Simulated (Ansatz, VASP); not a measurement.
## CdInS2: VASP beside Ansatz

INCAR

```
SYSTEM = CdInS2
PREC = Accurate
ENCUT = 520
EDIFF = 1E-6
ISMEAR = 0
SIGMA = 0.15
LREAL = .FALSE.
LASPH = .TRUE.
NELM = 60
ALGO = Normal
ISIF = 2
LWAVE = .FALSE.
LCHARG = .FALSE.
GGA = PE
NBANDS = 26
```

The input KPOINTS:

```
Automatic mesh
0
G
  12 12 6
  0 0 0
```

POSCAR

```
CdInS2
1.0
    4.0092437330      0.0000000000      0.0000000000
   -2.0046218665      3.4721069228      0.0000000000
    0.0000000000      0.0000000000      6.3490383756
Cd In S
1 1 2
Direct
    0.0000000000      0.0000000000      0.0000000000
    0.0000000000      0.0000000000      0.5000000000
    0.6666666667      0.3333333333      0.8067465330
    0.3333333333      0.6666666667      0.1932534670
```

Input for Ansatz:

```yaml
crystal:
  lattice:
    - [4.009243733, 0.0, 0.0]
    - [-2.0046218665, 3.4721069228, 0.0]
    - [0.0, 0.0, 6.3490383756]
  atoms:
    - { symbol: Cd, position: [0.0, 0.0, 0.0] }
    - { symbol: In, position: [0.0, 0.0, 0.5] }
    - { symbol: S, position: [0.6666666667, 0.3333333333, 0.806746533] }
    - { symbol: S, position: [0.3333333333, 0.6666666667, 0.193253467] }
basis:
  ecutwfc: 420
kpoints:
  mp_grid: { grid: [12, 12, 6] }
hamiltonian:
  xc: pbe
scf:
  occupations: { method: gaussian, width: 0.15 }
output:
  forces: true
  stress: true
  eigenvalues: true
```

Alike in both runs: task single point; functional PBE; k mesh 12 × 12 × 6; occupations gaussian, width 0.15 eV; no spin polarisation.

|  | VASP | Ansatz |
| --- | --- | --- |
| version | VASP 6.6.1 | Ansatz 0.2.0 |
| potentials or method | VASP PAW PBE potentials, release 64 (Cd, In_d, S), cutoff 520 eV | scalar-relativistic, plane waves, PAW |
| valence electrons in the cell | 37 | 45 |

|  | VASP | Ansatz | Ansatz less VASP |
| --- | --- | --- | --- |
| gap on the k mesh at the Fermi level (eV) | none | none | - |
| pressure (GPa) | 4.5 | 4.2 | -0.28 |
| traceless stress, the component that is largest in VASP (GPa) | 3.03 | 3.09 | +0.059 |
| rms of the force components (eV/Å) | 0.720 | 0.704 | -0.0161 |

Atom by atom the forces differ by 0.016 eV/Å (rms over components). A gap of «none» marks a metal or a gap that the smearing closes. With one functional, cell and mesh, what is left measures potentials, basis and numerics. VASP's potentials hold 37 valence electrons a cell and Ansatz's 45, so a difference there can come from the potentials and not from the codes.
